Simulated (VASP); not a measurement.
# SnO (Pm) in VASP: single point with PBEsol

Aim: the single point of SnO with PBEsol.

Program: VASP 6.6.1. These are calculated values, not measurements. Logs are shortened: lines on timing, memory, paths and dates and some standing lists are left out, and cuts for length are marked.

**1. The cell of the first run**

The structure is monoclinic, space group Pm (No. 6). The conventional cell has a = 5.705 Å, b = 3.316 Å, c = 11.836 Å, α = 90.00°, β = 99.24°, γ = 90.00°. Within 2.8 Å of Sn (site symmetry m) lie 3 O at 2.13 to 2.14 Å and 2 Sn at 2.80 Å. Sn (site symmetry m) has 3 O at 2.13 to 2.14 Å within 2.8 Å. Within 2.8 Å of Sn (site symmetry m) lie 3 O at 2.13 to 2.14 Å. Sn (site symmetry m) has 3 O at 2.13 to 2.14 Å within 2.8 Å. Within 2.8 Å of Sn (site symmetry m) lie 1 O at 2.13 Å and 2 Sn at 2.80 Å. Sn (site symmetry m) has 3 O at 2.13 to 2.14 Å within 2.8 Å. O (site symmetry m) has 1 Sn at 2.13 Å and 4 O at 2.63 to 2.87 Å within 2.9 Å. O (site symmetry m) has 3 Sn at 2.13 to 2.14 Å and 4 O at 2.87 Å within 2.9 Å.

**2. Single point, PBEsol (the part above a cut slid along it)**

The input, INCAR:

```
SYSTEM = SnO
PREC     = Accurate       ! precision mode
ENCUT    = 520            ! plane-wave cutoff, eV
EDIFF    = 1E-7           ! SCF threshold, eV
ISMEAR   = 0              ! smearing method
SIGMA    = 0.05           ! smearing width, eV
LREAL    = .False.        ! projectors in reciprocal space
LASPH    = .True.         ! aspherical terms in the spheres
NELM     = 100            ! most SCF steps
ALGO     = Normal         ! electronic algorithm
ISIF     = 2              ! what is computed and relaxed
LWAVE    = .False.        ! write WAVECAR
LCHARG   = .True.         ! write CHGCAR
GGA      = PS             ! functional
LELF     = .True.         ! ELF
LVHAR    = .True.       
NBANDS   = 72             ! bands
```

The input, KPOINTS:

```
Automatic mesh
0
Gamma
  8 5 3
  0 0 0
```

The input, POSCAR:

```
SnO
1.0
   -3.3156086772      0.0000000000      0.0000000000
    0.0000000000     -5.7050005398      0.0000000000
    0.0000000000     -1.9014766799     11.6824937061
Sn O
6 6
Direct
    0.0000000000      0.4716775279      0.8836914207
    0.0000000000      0.6938775279      0.2170247540
    0.0000000000      0.5827775279      0.5503580874
    0.5000000000     -0.0051962289      0.7170247540
    0.5000000000      0.2170037711      0.0503580874
    0.5000000000      0.1059037711      0.3836914207
    0.0000000000     -0.2018501704      0.9495755793
    0.0000000000      0.0203498296      0.2829089126
    0.0000000000     -0.0907501704      0.6162422460
    0.5000000000      0.6244130892      0.7829089126
    0.5000000000      0.8466130892      0.1162422460
    0.5000000000      0.7355130892      0.4495755793
```

Potentials or basis: VASP PAW PBE potentials, release 64 (Sn_d, O).

The run is started by

```sh
cat potpaw_PBE.64/Sn_d/POTCAR potpaw_PBE.64/O/POTCAR > POTCAR
mpirun -np 1 vasp_std > vasp.out
```

OUTCAR:

```text
SYSTEM = SnO
   PREC = Accurate
   ENCUT = 520
   EDIFF = 1E-7
   ISMEAR = 0
   LREAL = .False.
   LASPH = .True.
   NELM = 100
   ISIF = 2
   GGA = PS

 ion  position               nearest neighbor table
   1  0.000  0.472  0.884-   7 2.13  10 2.14  10 2.14   5 2.80   5 2.80   4 3.70   4 3.70
   2  0.000  0.694  0.217-   8 2.13  11 2.14  11 2.14   5 3.70   5 3.70   6 3.70   6 3.70
   3  0.000  0.583  0.550-   9 2.13  12 2.14  12 2.14   4 3.70   4 3.70   6 3.70   6 3.70
   4  0.500  0.995  0.717-  10 2.13   9 2.14   9 2.14   3 3.70   3 3.70   1 3.70   1 3.70
   5  0.500  0.217  0.050-  11 2.13   1 2.80   1 2.80   2 3.70   2 3.70
   6  0.500  0.106  0.384-  12 2.13   8 2.14   8 2.14   3 3.70   3 3.70   2 3.70   2 3.70
   7  0.000  0.798  0.950-   1 2.13
   8  0.000  0.020  0.283-   2 2.13   6 2.14   6 2.14
   9  0.000  0.909  0.616-   3 2.13   4 2.14   4 2.14
  10  0.500  0.624  0.783-   4 2.13   1 2.14   1 2.14
  11  0.500  0.847  0.116-   5 2.13   2 2.14   2 2.14
  12  0.500  0.736  0.450-   6 2.13   3 2.14   3 2.14

  LATTYP: Found a simple monoclinic cell.
 ALAT       =     5.7050005398
 B/A-ratio  =     0.5811758744
 C/A-ratio  =     2.0747109577
 COS(beta)  =    -0.1606488840

  Lattice vectors:

 A1 = (   0.0000000000,  -5.7050005398,   0.0000000000)
 A2 = (  -3.3156086772,   0.0000000000,   0.0000000000)
 A3 = (   0.0000000000,   1.9014766799, -11.6824937061)

Analysis of symmetry for initial positions (statically):
=====================================================================
 Subroutine PRICEL returns:
 Original cell was already a primitive cell.

 Routine SETGRP: Setting up the symmetry group for a
 simple monoclinic supercell.

 Subroutine GETGRP returns: Found  2 space group operations
 (whereof  2 operations were pure point group operations)
 out of a pool of  4 trial point group operations.

The static configuration has the point symmetry C_1h.

Analysis of symmetry for dynamics (positions and initial velocities):
=====================================================================
 Subroutine PRICEL returns:
 Original cell was already a primitive cell.

 Routine SETGRP: Setting up the symmetry group for a
 simple monoclinic supercell.

 Subroutine GETGRP returns: Found  2 space group operations
 (whereof  2 operations were pure point group operations)
 out of a pool of  4 trial point group operations.

The dynamic configuration has the point symmetry C_1h.

 Subroutine INISYM returns: Found  2 space group operations
 (whereof  2 operations are pure point group operations),
 and found     1 'primitive' translations

----------------------------------------------------------------------------------------

                                     Primitive cell

  volume of cell :     220.9808

  direct lattice vectors                    reciprocal lattice vectors
    -3.315608677  0.000000000  0.000000000    -0.301603747  0.000000000  0.000000000
     0.000000000 -5.705000540  0.000000000     0.000000000 -0.175284821 -0.028529868
     0.000000000 -1.901476680 11.682493706     0.000000000  0.000000000  0.085598163

  length of vectors
     3.315608677  5.705000540 11.836227134     0.301603747  0.177591447  0.085598163

  position of ions in fractional coordinates (direct lattice)
     0.000000000  0.471677528  0.883691421
     0.000000000  0.693877528  0.217024754
     0.000000000  0.582777528  0.550358087
     0.500000000  0.994803771  0.717024754
     0.500000000  0.217003771  0.050358087
     0.500000000  0.105903771  0.383691421
     0.000000000  0.798149830  0.949575579
     0.000000000  0.020349830  0.282908913
     0.000000000  0.909249830  0.616242246
     0.500000000  0.624413089  0.782908913
     0.500000000  0.846613089  0.116242246
     0.500000000  0.735513089  0.449575579

  ion indices of the primitive-cell ions
   primitive index   ion index
                 1           1
                 2           2
                 3           3
                 4           4
                 5           5
                 6           6
                 7           7
                 8           8
                 9           9
                10          10
                11          11
                12          12

----------------------------------------------------------------------------------------

 KPOINTS: Automatic mesh

Automatic generation of k-mesh.
 Grid dimensions read from file:
 generate k-points for:    8    5    3

 Generating k-lattice:

  Cartesian coordinates                     Fractional coordinates (reciprocal lattice)
    -0.037700468  0.000000000  0.000000000     0.125000000  0.000000000  0.000000000
     0.000000000 -0.035056964 -0.005705974     0.000000000  0.200000000 -0.000000000
     0.000000000  0.000000000  0.028532721     0.000000000  0.000000000  0.333333333

  Length of vectors
     0.037700468  0.035518289  0.028532721

  Shift w.r.t. Gamma in fractional coordinates (k-lattice)
     0.000000000  0.000000000  0.000000000

 Subroutine IBZKPT returns following result:
 ===========================================

 Found     40 irreducible k-points:

 Following reciprocal coordinates:
            Coordinates               Weight
  0.000000  0.000000  0.000000      1.000000
  0.125000  0.000000  0.000000      2.000000
  0.250000  0.000000  0.000000      2.000000
  0.375000  0.000000  0.000000      2.000000
  0.500000  0.000000  0.000000      1.000000
  0.000000  0.200000  0.000000      2.000000
[... 16 lines left out ...]
  0.250000  0.200000  0.333333      4.000000
  0.375000  0.200000  0.333333      4.000000
 [... further k-points ...]
   k-points           NKPTS =     40   k-points in BZ     NKDIM =     40   number of bands    NBANDS=     72
   number of dos      NEDOS =    301   number of ions     NIONS =     12
   total plane-waves  NPLWV = 105840
   dimension x,y,z NGX =    28 NGY =   42 NGZ =   90
   dimension x,y,z NGXF=    56 NGYF=   84 NGZF=  180
   ions per type =               6   6
   NGX,Y,Z   is equivalent  to a cutoff of  14.04, 12.24, 12.64 a.u.
   NGXF,Y,Z  is equivalent  to a cutoff of  28.08, 24.48, 25.28 a.u.
 SYSTEM =  SnO
   PREC   = accura    normal or accurate (medium, high low for compatibility)
   ISTART =      0    job   : 0-new  1-cont  2-samecut
   ICHARG =      2    charge: 1-file 2-atom 10-const
   ISPIN  =      1    spin polarized calculation?
   LNONCOLLINEAR =      F non collinear calculations
   LSORBIT =      F    spin-orbit coupling
   LASPH  =      T    aspherical Exc in radial PAW
   ENCUT  =  520.0 eV  38.22 Ry    6.18 a.u.   6.16 10.61 22.01*2*pi/ulx,y,z
   NELM   =    100;   NELMIN=  2; NELMDL= -5     # of ELM steps
   EDIFF  = 0.1E-06   stopping-criterion for ELM
   LREAL  =      F    real-space projection
   EDIFFG = 0.1E-05   stopping-criterion for IOM
   NSW    =      0    number of steps for IOM
   IBRION =     -1    ionic relax: 0-MD 1-quasi-New 2-CG
   NFREE  =      0    steps in history (QN), initial steepest desc. (CG)
   ISIF   =      2    stress and relaxation
   ISYM   =      2    0-nonsym 1-usesym 2-fastsym
   POTIM  = 0.5000    time-step for ionic-motion
   TEBEG  =    0.0;   TEEND  =   0.0 temperature during run
   PSTRESS=    0.0 pullay stress
   NELECT =     120.0000    total number of electrons
   NUPDOWN=      -1.0000    fix difference up-down
   EMIN   =  10.00;   EMAX   =-10.00  energy-range for DOS
   EFERMI =   0.00;   METHOD = LEGACY
   ISMEAR =     0;   SIGMA  =   0.05  broadening in eV -4-tet -1-fermi 0-gaus
   EFERMI_NEDOS =   21; number of points for ismear=-14 and -15
   IALGO  =     38    algorithm
   IMIX   =      4    mixing-type and parameters
     AMIX     =   0.40;   BMIX     =  1.00
     AMIX_MAG =   1.60;   BMIX_MAG =  1.00
  volume/ion in A,a.u.               =      18.42       124.27
  Fermi-wavevector in a.u.,A,eV,Ry     =   1.335623  2.523961 24.271264  1.783888
  Thomas-Fermi vector in A             =   2.464312
   LORBIT       =      0    0 simple, 1 ext, 2 COOP (PROOUT), +10 PAW based schemes
   GGA     = PS    functional components
   LHFCALC =     F    Hartree Fock is set to
   AEXX    =    0.0000 exact exchange contribution
   IVDW    =     0    specifies the selected vdW correction
   LEPSILON=     F    determine dielectric tensor
   LRPA    =     F    only Hartree local field effects (RPA)
 non-spin polarized calculation
 Gauss-broadening in eV      SIGMA  =   0.05
  energy-cutoff  :      520.00
  volume of cell :      220.98
 maximum number of plane-waves:      5982
 NGX is ok and might be reduce to    28
   NGX = 13   NGY = 21   NGZ = 43

 number of electron     120.0000007 magnetization

 Free energy of the ion-electron system (eV)
  ---------------------------------------------------
  ext. energy  EPLUGINS =         0.00000000
  ---------------------------------------------------
  free energy    TOTEN  =       -67.52147992 eV

  energy without entropy =      -67.51385795  energy(sigma->0) =      -67.51766894

 E-fermi :   5.7867     XC(G=0): -10.2695

 val. band max:        5.7824178533   @ k =   0.0000  -0.4000   0.3333
 cond. band min:       5.7941659558   @ k =   0.3750  -0.4000   0.3333
 fundamental gap:      0.0117481026
 Fermi energy:         5.7866582728

 k-point     1 :       0.0000    0.0000    0.0000
  band No.  band energies     occupation
      1     -16.2530      2.00000
      2     -16.1911      2.00000
      3     -16.1575      2.00000
      4     -16.0833      2.00000
      5     -16.0289      2.00000
      6     -15.8007      2.00000
[... 64 lines left out ...]
     71      11.7994      0.00000
     72      12.3822      0.00000

 k-point     2 :       0.1250    0.0000    0.0000
  band No.  band energies     occupation
      1     -16.2347      2.00000
      2     -16.2007      2.00000
      3     -16.1559      2.00000
      4     -16.0749      2.00000
      5     -16.0392      2.00000
      6     -15.8005      2.00000
[... 64 lines left out ...]
     71      11.7257      0.00000
     72      12.0474      0.00000

 k-point     3 :       0.2500    0.0000    0.0000
  band No.  band energies     occupation
      1     -16.2469      2.00000
      2     -16.1732      2.00000
      3     -16.1375      2.00000
      4     -16.0808      2.00000
      5     -16.0565      2.00000
      6     -15.8308      2.00000
[... 1564 lines left out ...]
     71      10.9469      0.00000
     72      11.0868      0.00000

 k-point    24 :       0.3750    0.2000    0.3333
  band No.  band energies     occupation
      1     -16.2541      2.00000
      2     -16.1804      2.00000
      3     -16.1228      2.00000
      4     -16.0763      2.00000
      5     -16.0749      2.00000
      6     -15.8681      2.00000
[... 64 lines left out ...]
     71      10.7069      0.00000
     72      11.0259      0.00000

 [... further k-points ...]

------------------------ aborting loop because EDIFF is reached ----------------------------------------

  FORCE on cell =-STRESS in cart. coord.  units (eV):
  Direction    XX          YY          ZZ          XY          YZ          ZX
  --------------------------------------------------------------------------------------
  -------------------------------------------------------------------------------------
  Total        4.2245096     -8.2512165      1.3547938      0.0000000      1.0814635      0.0000000
  in kB       30.6289686    -59.8238077      9.8226634      0.0000000      7.8409368      0.0000000
  external PRESSURE =      -6.4573919 kB  Pullay stress =       0.0000000 kB

 VOLUME and BASIS-vectors are now :
 -----------------------------------------------------------------------------
  energy-cutoff  :      520.00
  volume of cell :      220.98
      direct lattice vectors                 reciprocal lattice vectors
    -3.315608677  0.000000000  0.000000000    -0.301603747  0.000000000  0.000000000
     0.000000000 -5.705000540  0.000000000     0.000000000 -0.175284821 -0.028529868
     0.000000000 -1.901476680 11.682493706     0.000000000  0.000000000  0.085598163

 POSITION                                       TOTAL-FORCE (eV/Angst)
 -----------------------------------------------------------------------------------
      0.00000     -4.37124     10.32372         0.000000     -4.029263     -1.602059
      0.00000     -4.37124      2.53539         0.000000     -0.278233     -1.042794
      0.00000     -4.37124      6.42955         0.000000      0.106311      0.146093
     -1.65780     -7.03876      8.37664         0.000000     -0.126466      0.846840
     -1.65780     -1.33376      0.58831         0.000000      2.168928      2.023158
     -1.65780     -1.33376      4.48247         0.000000     -0.024180      0.146972
      0.00000     -6.35904     11.09341         0.000000      1.755169     -0.968335
      0.00000     -0.65404      3.30508         0.000000     -0.033640      0.086674
      0.00000     -6.35904      7.19925         0.000000      0.113765     -0.090877
     -1.65780     -5.05096      9.14633         0.000000      1.085918     -0.271672
     -1.65780     -5.05096      1.35800         0.000000     -0.659548      0.891192
     -1.65780     -5.05096      5.25216         0.000000     -0.078760     -0.165192
 -----------------------------------------------------------------------------------
    total drift:                               -0.000000      0.000191      0.002476

  FREE ENERGIE OF THE ION-ELECTRON SYSTEM (eV)
  ---------------------------------------------------
  free  energy   TOTEN  =       -67.5214799235 eV

  energy  without entropy=      -67.5138579517  energy(sigma->0) =      -67.51766894
```

It took 22 min on 1 thread of Intel Xeon Platinum 8259CL at 2.50GHz (Skylake/Cascade Lake), shared host; peak memory 0.6 GiB.

What came out:

```
Free energy            : -67.5215 eV
Pressure               : -0.6 GPa
Largest force          : 4.336 eV/Å
Band gap on the k mesh : 0.01 eV (least direct gap 0.43 eV)
```

Forces on the atoms (eV/Å):
```
Sn   0.000 -4.029 -1.602
Sn   0.000 -0.278 -1.043
Sn   0.000  0.106  0.146
Sn   0.000 -0.126  0.847
Sn   0.000  2.169  2.023
Sn   0.000 -0.024  0.147
O    0.000  1.755 -0.968
O    0.000 -0.034  0.087
O    0.000  0.114 -0.091
O    0.000  1.086 -0.272
O    0.000 -0.660  0.891
O    0.000 -0.079 -0.165
```

Stress tensor (GPa, compression positive):
```
 3.06  0.00  0.00
 0.00 -5.98  0.78
 0.00  0.78  0.98
```

Levels at points of the mesh, in eV from the valence-band top:
```tsv
k point	band 58	band 59	band 60	band 61	band 62	band 63
(0.00, 0.00, 0.00)	-0.40	-0.28	-0.01	1.75	2.24	2.57
(0.50, 0.00, 0.00)	-1.43	-0.61	-0.48	0.48	0.57	2.20
```

Caveat: the cell differs from its parent crystal (the part above a cut slid along it); the stress differs along the axes, from -6 to 3 GPa; semilocal functionals underestimate gaps, and a narrow one can read as zero; the PAW data sets were made with another functional, which shifts forces and pressure a little; spin-orbit coupling is left out, which moves the levels of the heavy elements. A k mesh can miss the band edges.
